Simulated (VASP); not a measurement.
# Ti in VASP: notebook

The runs below take Ti through single point, with r2SCAN.

Everything below comes from runs of VASP 6.6.1. Logs are shortened: lines on timing, memory, paths and dates and some standing lists are left out, and cuts for length are marked.

### Step 1. The cell of the first run

Symmetry: Fm-3m, No. 225, cubic system. Conventional cell: a = 3.857 Å, b = 3.857 Å, c = 3.857 Å, α = 90.00°, β = 90.00°, γ = 90.00°. Within 3.6 Å of Ti (site symmetry m-3m) lie 12 Ti at 2.73 Å.

This isn't the form of Ti at room conditions, which is hcp.

### Step 2. Single point, r2SCAN (strain -0.050 along x and y, -0.050 along z)

Contents of POSCAR:

```
Ti
1.0
    0.0000000000      1.9285000000      1.9285000000
    1.9285000000      0.0000000000      1.9285000000
    1.9285000000      1.9285000000      0.0000000000
Ti
1
Direct
    0.0000000000      0.0000000000      0.0000000000
```

Contents of INCAR.step1:

```
SYSTEM = Ti
PREC = Accurate
ENCUT = 520
ISMEAR = 0
SIGMA = 0.15
LREAL = .False.
LASPH = .True.
NELM = 60
NBANDS = 12
GGA = PE
ALGO = Normal
EDIFF = 1E-4
LWAVE = .True.
LCHARG = .False.
```

Contents of INCAR.step2:

```
SYSTEM = Ti
PREC = Accurate
ENCUT = 520
EDIFF = 1E-6
ISMEAR = 0
SIGMA = 0.15
LREAL = .False.
LASPH = .True.
NELM = 60
ALGO = Normal
ISIF = 2
LWAVE = .False.
LCHARG = .False.
METAGGA = R2SCAN
LMIXTAU = .True.
NBANDS = 12
ISTART = 1
```

Contents of KPOINTS:

```
Automatic mesh
0
Gamma
  20 20 20
  0 0 0
```

Potentials or basis: VASP PAW PBE potentials, release 64 (Ti_sv).

Launch:

```
> cat potpaw_PBE.64/Ti_sv/POTCAR > POTCAR
> cp INCAR.step1 INCAR
> mpirun -np 1 vasp_std > vasp.out
> cp INCAR.step2 INCAR
> mpirun -np 1 vasp_std > vasp.out
```

OUTCAR:

```text
SYSTEM = Ti
   PREC = Accurate
   ENCUT = 520
   EDIFF = 1E-6
   ISMEAR = 0
   LREAL = .False.
   LASPH = .True.
   NELM = 60
   ISIF = 2
   METAGGA = R2SCAN
   ISTART = 1

 ion  position               nearest neighbor table
   1  0.000  0.000  0.000-

  LATTYP: Found a face centered cubic cell.
 ALAT       =     3.8570000000

  Lattice vectors:

 A1 = (   0.0000000000,   1.9285000000,   1.9285000000)
 A2 = (   1.9285000000,   0.0000000000,   1.9285000000)
 A3 = (   1.9285000000,   1.9285000000,   0.0000000000)

Analysis of symmetry for initial positions (statically):
=====================================================================
 Subroutine PRICEL returns:
 Original cell was already a primitive cell.

 Routine SETGRP: Setting up the symmetry group for a
 face centered cubic supercell.

 Subroutine GETGRP returns: Found 48 space group operations
 (whereof 48 operations were pure point group operations)
 out of a pool of 48 trial point group operations.

The static configuration has the point symmetry O_h .

Analysis of symmetry for dynamics (positions and initial velocities):
=====================================================================
 Subroutine PRICEL returns:
 Original cell was already a primitive cell.

 Routine SETGRP: Setting up the symmetry group for a
 face centered cubic supercell.

 Subroutine GETGRP returns: Found 48 space group operations
 (whereof 48 operations were pure point group operations)
 out of a pool of 48 trial point group operations.

The dynamic configuration has the point symmetry O_h .

 Subroutine INISYM returns: Found 48 space group operations
 (whereof 48 operations are pure point group operations),
 and found     1 'primitive' translations

----------------------------------------------------------------------------------------

                                     Primitive cell

  volume of cell :      14.3446

  direct lattice vectors                    reciprocal lattice vectors
     0.000000000  1.928500000  1.928500000    -0.259268862  0.259268862  0.259268862
     1.928500000  0.000000000  1.928500000     0.259268862 -0.259268862  0.259268862
     1.928500000  1.928500000  0.000000000     0.259268862  0.259268862 -0.259268862

  length of vectors
     2.727310855  2.727310855  2.727310855     0.449066841  0.449066841  0.449066841

  position of ions in fractional coordinates (direct lattice)
     0.000000000  0.000000000  0.000000000

  ion indices of the primitive-cell ions
   primitive index   ion index
                 1           1

----------------------------------------------------------------------------------------

 KPOINTS: Automatic mesh

Automatic generation of k-mesh.
 Grid dimensions read from file:
 generate k-points for:   20   20   20

 Generating k-lattice:

  Cartesian coordinates                     Fractional coordinates (reciprocal lattice)
    -0.012963443  0.012963443  0.012963443     0.050000000  0.000000000  0.000000000
     0.012963443 -0.012963443  0.012963443     0.000000000  0.050000000  0.000000000
     0.012963443  0.012963443 -0.012963443     0.000000000  0.000000000  0.050000000

  Length of vectors
     0.022453342  0.022453342  0.022453342

  Shift w.r.t. Gamma in fractional coordinates (k-lattice)
     0.000000000  0.000000000  0.000000000

 Subroutine IBZKPT returns following result:
 ===========================================

 Found    256 irreducible k-points:

 Following reciprocal coordinates:
            Coordinates               Weight
  0.000000  0.000000  0.000000      1.000000
  0.050000  0.000000  0.000000      8.000000
  0.100000  0.000000  0.000000      8.000000
  0.150000  0.000000  0.000000      8.000000
  0.200000  0.000000  0.000000      8.000000
  0.250000  0.000000  0.000000      8.000000
[... 16 lines left out ...]
 -0.400000  0.050000  0.000000     24.000000
 -0.350000  0.050000  0.000000     24.000000
 [... further k-points ...]
   k-points           NKPTS =    256   k-points in BZ     NKDIM =    256   number of bands    NBANDS=     12
   number of dos      NEDOS =    301   number of ions     NIONS =      1
   total plane-waves  NPLWV =   8000
   dimension x,y,z NGX =    20 NGY =   20 NGZ =   20
   dimension x,y,z NGXF=    40 NGYF=   40 NGZF=   40
   ions per type =               1
   NGX,Y,Z   is equivalent  to a cutoff of  12.19, 12.19, 12.19 a.u.
   NGXF,Y,Z  is equivalent  to a cutoff of  24.38, 24.38, 24.38 a.u.
 SYSTEM =  Ti
   PREC   = accura    normal or accurate (medium, high low for compatibility)
   ISTART =      1    job   : 0-new  1-cont  2-samecut
   ICHARG =      0    charge: 1-file 2-atom 10-const
   ISPIN  =      1    spin polarized calculation?
   LNONCOLLINEAR =      F non collinear calculations
   LSORBIT =      F    spin-orbit coupling
   LASPH  =      T    aspherical Exc in radial PAW
   ENCUT  =  520.0 eV  38.22 Ry    6.18 a.u.   5.07  5.07  5.07*2*pi/ulx,y,z
   NELM   =     60;   NELMIN=  2; NELMDL=  0     # of ELM steps
   EDIFF  = 0.1E-05   stopping-criterion for ELM
   LREAL  =      F    real-space projection
   EDIFFG = 0.1E-04   stopping-criterion for IOM
   NSW    =      0    number of steps for IOM
   IBRION =     -1    ionic relax: 0-MD 1-quasi-New 2-CG
   NFREE  =      0    steps in history (QN), initial steepest desc. (CG)
   ISIF   =      2    stress and relaxation
   ISYM   =      2    0-nonsym 1-usesym 2-fastsym
   POTIM  = 0.5000    time-step for ionic-motion
   TEBEG  =    0.0;   TEEND  =   0.0 temperature during run
   PSTRESS=    0.0 pullay stress
   NELECT =      12.0000    total number of electrons
   NUPDOWN=      -1.0000    fix difference up-down
   EMIN   =  10.00;   EMAX   =-10.00  energy-range for DOS
   EFERMI =   0.00;   METHOD = LEGACY
   ISMEAR =     0;   SIGMA  =   0.15  broadening in eV -4-tet -1-fermi 0-gaus
   EFERMI_NEDOS =   21; number of points for ismear=-14 and -15
   IALGO  =     38    algorithm
   IMIX   =      4    mixing-type and parameters
     AMIX     =   0.40;   BMIX     =  1.00
     AMIX_MAG =   1.60;   BMIX_MAG =  1.00
  volume/ion in A,a.u.               =      14.34        96.80
  Fermi-wavevector in a.u.,A,eV,Ry     =   1.542549  2.914995 32.374479  2.379457
  Thomas-Fermi vector in A             =   2.648338
   LORBIT       =      0    0 simple, 1 ext, 2 COOP (PROOUT), +10 PAW based schemes
   METAGGA = R2SCAN    functional components
   LHFCALC =     F    Hartree Fock is set to
   AEXX    =    0.0000 exact exchange contribution
   IVDW    =     0    specifies the selected vdW correction
   LEPSILON=     F    determine dielectric tensor
   LRPA    =     F    only Hartree local field effects (RPA)
 non-spin polarized calculation
 Gauss-broadening in eV      SIGMA  =   0.15
  energy-cutoff  :      520.00
  volume of cell :       14.34
 maximum number of plane-waves:       396
   NGX = 11   NGY = 11   NGZ = 11

 number of electron      11.9999994 magnetization

 Free energy of the ion-electron system (eV)
  ---------------------------------------------------
  ext. energy  EPLUGINS =         0.00000000
  ---------------------------------------------------
  free energy    TOTEN  =       -12.63855305 eV

  energy without entropy =      -12.62489228  energy(sigma->0) =      -12.63172267

 E-fermi :  10.4630     XC(G=0): -13.4278

 val. band max:       10.4526160966   @ k =   0.3500   0.0500   0.0000
 cond. band min:      10.4731055343   @ k =  -0.4000   0.3000   0.1500
 fundamental gap:      0.0204894377
 Fermi energy:        10.4629978319

 k-point     1 :       0.0000    0.0000    0.0000
  band No.  band energies     occupation
      1     -48.2738      2.00000
      2     -22.7724      2.00000
      3     -22.7723      2.00000
      4     -22.7723      2.00000
      5       3.6446      2.00000
      6      11.5674      0.00000
      7      11.5674      0.00000
      8      11.5674      0.00000
      9      13.8532      0.00000
     10      13.8532      0.00000
     11      27.2751      0.00000
     12      33.1983      0.00000

 k-point     2 :       0.0500    0.0000    0.0000
  band No.  band energies     occupation
      1     -48.2672      2.00000
      2     -22.8053      2.00000
      3     -22.7762      2.00000
      4     -22.7761      2.00000
      5       3.7462      2.00000
      6      11.4945      0.00000
      7      11.6067      0.00000
      8      11.6067      0.00000
      9      13.8239      0.00000
     10      13.8239      0.00000
     11      27.4003      0.00000
     12      32.4109      0.00000

 k-point     3 :       0.1000    0.0000    0.0000
  band No.  band energies     occupation
      1     -48.2481      2.00000
      2     -22.9005      2.00000
      3     -22.7872      2.00000
      4     -22.7872      2.00000
      5       4.0430      2.00000
      6      11.2944      0.00000
      7      11.7126      0.00000
      8      11.7126      0.00000
      9      13.7522      0.00000
     10      13.7522      0.00000
     11      27.7227      0.00000
     12      30.9078      0.00000
[... 286 lines left out ...]
 k-point    23 :      -0.4000    0.0500    0.0000
  band No.  band energies     occupation
      1     -48.0147      2.00000
      2     -23.9581      2.00000
      3     -22.9466      2.00000
      4     -22.9124      2.00000
      5       7.2677      2.00000
      6      10.9802      0.00000
      7      11.4876      0.00000
      8      11.5570      0.00000
      9      14.8440      0.00000
     10      15.2824      0.00000
     11      22.1144      0.00000
     12      26.9564      0.00000

 k-point    24 :      -0.3500    0.0500    0.0000
  band No.  band energies     occupation
      1     -48.0420      2.00000
      2     -23.8398      2.00000
      3     -22.9353      2.00000
      4     -22.8931      2.00000
      5       7.0631      2.00000
      6      10.6460      0.08443
      7      11.5562      0.00000
      8      11.6707      0.00000
      9      14.4735      0.00000
     10      15.0050      0.00000
     11      23.1414      0.00000
     12      27.3872      0.00000

 [... further k-points ...]
[... 5 lines left out ...]
  --------------------------------------------------------------------------------------
  -------------------------------------------------------------------------------------
  Total        2.6350984      2.6350984      2.6350984      0.0000000     -0.0000000      0.0000000
  in kB      294.3191359    294.3191359    294.3191359      0.0000000     -0.0000000      0.0000000
  external PRESSURE =     294.3191359 kB  Pullay stress =       0.0000000 kB

 VOLUME and BASIS-vectors are now :
 -----------------------------------------------------------------------------
  energy-cutoff  :      520.00
  volume of cell :       14.34
      direct lattice vectors                 reciprocal lattice vectors
     0.000000000  1.928500000  1.928500000    -0.259268862  0.259268862  0.259268862
     1.928500000  0.000000000  1.928500000     0.259268862 -0.259268862  0.259268862
     1.928500000  1.928500000  0.000000000     0.259268862  0.259268862 -0.259268862

 POSITION                                       TOTAL-FORCE (eV/Angst)
 -----------------------------------------------------------------------------------
      0.00000      0.00000      0.00000         0.000000     -0.000000      0.000000
 -----------------------------------------------------------------------------------
    total drift:                                0.000000      0.000000      0.000000

  FREE ENERGIE OF THE ION-ELECTRON SYSTEM (eV)
  ---------------------------------------------------
  free  energy   TOTEN  =       -12.6385530545 eV

  energy  without entropy=      -12.6248922760  energy(sigma->0) =      -12.63172267
```

Wall time 2 min (1 thread of Intel Xeon Platinum 8259CL at 2.50GHz (Skylake/Cascade Lake), shared host); peak memory 0.16 GiB.

Results:

- Free energy: -12.6386 eV
- Pressure: 29.4 GPa
- Band gap on the k mesh: zero (bands 6 and 7 overlap by 1.59 eV)

Caveat: the cell differs from its parent crystal (strain -0.050 along x and y, -0.050 along z); the cell stands under pressure; the PAW data sets were made with another functional, which shifts forces and pressure a little.

### Step 3. Single point, r2SCAN (strain -0.050 along x and y, -0.025 along z)

Contents of POSCAR:

```
Ti
1.0
    0.0000000000      1.9285000000      1.9792500000
    1.9285000000      0.0000000000      1.9792500000
    1.9285000000      1.9285000000      0.0000000000
Ti
1
Direct
    0.0000000000      0.0000000000      0.0000000000
```

Contents of INCAR.step1:

```
PREC = Accurate
ENCUT = 520
ISMEAR = 0
SIGMA = 0.15
LREAL = F
LASPH = T
NELM = 100
NBANDS = 12
GGA = PE
ALGO = Normal
EDIFF = 1E-4
LWAVE = T
LCHARG = F
```

Contents of INCAR.step2:

```
PREC = Accurate
ENCUT = 520
EDIFF = 1E-6
ISMEAR = 0
SIGMA = 0.15
LREAL = F
LASPH = T
NELM = 100
ALGO = Normal
ISIF = 2
LWAVE = F
LCHARG = T
METAGGA = R2SCAN
LMIXTAU = T
LELF = T
LVHAR = T
NBANDS = 12
ISTART = 1
```

Contents of KPOINTS:

```
regular mesh
0
Gamma
  20 20 20
```

Potentials or basis: VASP PAW PBE potentials, release 64 (Ti_sv).

Launch:

```
> cat potpaw_PBE.64/Ti_sv/POTCAR > POTCAR
> cp INCAR.step1 INCAR
> mpirun -np 1 vasp_std > vasp.out
> cp INCAR.step2 INCAR
> mpirun -np 1 vasp_std > vasp.out
```

It took 4.2 min on 1 thread of Intel Xeon Platinum 8259CL at 2.50GHz (Skylake/Cascade Lake), shared host; peak memory 0.23 GiB.

It converged, with:

```yaml
Free_energy: -12.7017 eV
Pressure: 24.5 GPa
Band_gap_on_the_k_mesh: zero (bands 6 and 7 overlap by 1.58 eV)
```

Stress tensor (GPa, compression positive):
```
24.74  0.00  0.00
 0.00 24.74  0.00
 0.00  0.00 23.94
```

Levels at points of the mesh, in eV from the Fermi level:
```
           k point  band 2  band 3  band 4  band 5  band 6  band 7  band 8  band 9  band 10  band 11
(0.00, 0.00, 0.00)  -33.32  -33.32  -33.32   -6.78    0.94    1.18    1.18    3.16     3.45    16.69
(0.50, 0.00, 0.00)  -34.50  -33.48  -33.44   -3.12    0.83    0.99    1.11    4.57     4.69    10.55
(0.50, 0.50, 0.00)  -34.41  -33.69  -33.69   -3.32   -2.25    3.36    4.69    4.94     4.94    12.82
(0.50, 0.00, 0.50)  -34.41  -33.76  -33.71   -3.35   -2.35    3.95    4.67    4.85     5.05    13.31
```

Caveat: the cell differs from its parent crystal (strain -0.050 along x and y, -0.025 along z); the cell stands under pressure; the PAW data sets were made with another functional, which shifts forces and pressure a little.

### Step 4. Single point, r2SCAN (strain -0.050 along x and y, +0.000 along z)

Contents of POSCAR:

```
Ti
1.0
    0.0000000000      1.9285000000      2.0300000000
    1.9285000000      0.0000000000      2.0300000000
    1.9285000000      1.9285000000      0.0000000000
Ti
1
Direct
    0.0000000000      0.0000000000      0.0000000000
```

Contents of INCAR.step1:

```
SYSTEM = Ti
PREC     = Accurate       ! precision mode
ENCUT    = 520            ! plane-wave cutoff, eV
ISMEAR   = 0              ! smearing method
SIGMA    = 0.15           ! smearing width, eV
LREAL    = .False.        ! projectors in reciprocal space
LASPH    = .True.         ! aspherical terms in the spheres
NELM     = 100            ! most SCF steps
NBANDS   = 12             ! bands
GGA      = PE             ! functional
ALGO     = Normal         ! electronic algorithm
EDIFF    = 1E-4           ! SCF threshold, eV
LWAVE    = .True.         ! write WAVECAR
LCHARG   = .False.        ! write CHGCAR
```

Contents of INCAR.step2:

```
SYSTEM = Ti
PREC     = Accurate       ! precision mode
ENCUT    = 520            ! plane-wave cutoff, eV
EDIFF    = 1E-6           ! SCF threshold, eV
ISMEAR   = 0              ! smearing method
SIGMA    = 0.15           ! smearing width, eV
LREAL    = .False.        ! projectors in reciprocal space
LASPH    = .True.         ! aspherical terms in the spheres
NELM     = 100            ! most SCF steps
ALGO     = Normal         ! electronic algorithm
ISIF     = 2              ! what is computed and relaxed
LWAVE    = .False.        ! write WAVECAR
LCHARG   = .False.        ! write CHGCAR
METAGGA  = R2SCAN         ! meta-GGA
LMIXTAU  = .True.       
NBANDS   = 12             ! bands
ISTART   = 1
```

Contents of KPOINTS:

```
Automatic mesh
0
Gamma
  20 20 20
  0 0 0
```

Launch:

```
> cat potpaw_PBE.64/Ti_sv/POTCAR > POTCAR
> cp INCAR.step1 INCAR
> mpirun -np 1 vasp_std > vasp.out
> cp INCAR.step2 INCAR
> mpirun -np 1 vasp_std > vasp.out
```

Run time: 3.9 min. Hardware: 1 thread of Intel Xeon Platinum 8259CL at 2.50GHz (Skylake/Cascade Lake), shared host; peak memory 0.23 GiB.

The run converged. Its results:

| Property | Result |
| --- | --- |
| Free energy | -12.7527 eV |
| Pressure | 20.1 GPa |
| Band gap on the k mesh | zero (bands 6 and 7 overlap by 1.58 eV) |

Stress tensor (GPa, compression positive):
```
20.51  0.00  0.00
 0.00 20.51  0.00
 0.00  0.00 19.14
```

Levels at points of the mesh, in eV from the Fermi level:
| k point | band 2 | band 3 | band 4 | band 5 | band 6 | band 7 | band 8 | band 9 | band 10 | band 11 |
| --- | --- | --- | --- | --- | --- | --- | --- | --- | --- | --- |
| (0.00, 0.00, 0.00) | -33.40 | -33.40 | -33.40 | -6.74 | 0.78 | 1.26 | 1.26 | 2.92 | 3.51 | 16.59 |
| (0.50, 0.00, 0.00) | -34.49 | -33.57 | -33.50 | -3.05 | 0.71 | 0.90 | 1.24 | 4.39 | 4.61 | 10.24 |
| (0.50, 0.50, 0.00) | -34.40 | -33.72 | -33.72 | -3.19 | -2.10 | 2.84 | 4.58 | 4.80 | 4.80 | 12.17 |
| (0.50, 0.00, 0.50) | -34.41 | -33.85 | -33.74 | -3.23 | -2.26 | 3.98 | 4.52 | 4.61 | 5.00 | 13.12 |

Caveat: the cell differs from its parent crystal (strain -0.050 along x and y, +0.000 along z); the cell stands under pressure; the PAW data sets were made with another functional, which shifts forces and pressure a little.

### Step 5. Overview

| cell | gap on the mesh (eV) | pressure (GPa) |
| --- | --- | --- |
| a = 2.727 Å, angles 60.0°, 1 atom | none | 29.4 |
| a = 2.763, b = 2.763, c = 2.727 Å, angles 60.4, 60.4, 59.1°, 1 atom | none | 24.5 |
| a = 2.800, b = 2.800, c = 2.727 Å, angles 60.9, 60.9, 58.3°, 1 atom | none | 20.1 |

Alike in all rows: task single point; level r2SCAN; potentials or basis VASP PAW PBE potentials, release 64 (Ti_sv); no spin polarisation; k mesh 20 × 20 × 20; cutoff (eV) 520; smearing gaussian 0.15 eV.

Caveats: the cell stands under pressure; the PAW data sets were made with another functional, which shifts forces and pressure a little.

Total energies depend on the potentials used, so only differences within one code and one set of settings carry meaning.
